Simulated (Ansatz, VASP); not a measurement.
One calculation of S, two programs

```xyz
6
Lattice="5.5045 3.1780 1.8971 -5.5045 3.1780 1.8971 0.0000 -6.3561 1.8971" Properties=species:S:1:pos:R:3 pbc="T T T"
S     1.2649    1.3902    2.3984
S    -1.8363    0.4003    2.3984
S     0.5715   -1.7905    2.3984
S    -1.2649   -1.3902    3.2930
S     1.8363   -0.4003    3.2930
S    -0.5715    1.7905    3.2930
```

Alike in both runs: functional PBE; k mesh 6 × 6 × 6; occupations gaussian, width 0.02 eV; no spin polarisation.

Ansatz relaxed the structure, and its values are those at the end. VASP's run is a single point on that final structure, the one shown.

```csv
,VASP,Ansatz
version,VASP 6.6.1,Ansatz 0.2.0
potentials or method,"VASP PAW PBE potentials, release 64 (S), cutoff 520 eV","scalar-relativistic, plane waves, PAW"
valence electrons in the cell,36,36
```

Ansatz gave:

* gap on the k mesh at the Fermi level (eV): 2.46
* least direct gap on the mesh (eV): 2.63
* pressure (GPa): 0.0
* rms of the force components (eV/Å): 0.001

Problem. What did VASP give for the same quantities?

Solution. gap on the k mesh at the Fermi level (eV): 2.51; least direct gap on the mesh (eV): 2.68; pressure (GPa): -0.4; rms of the force components (eV/Å): 0.075.
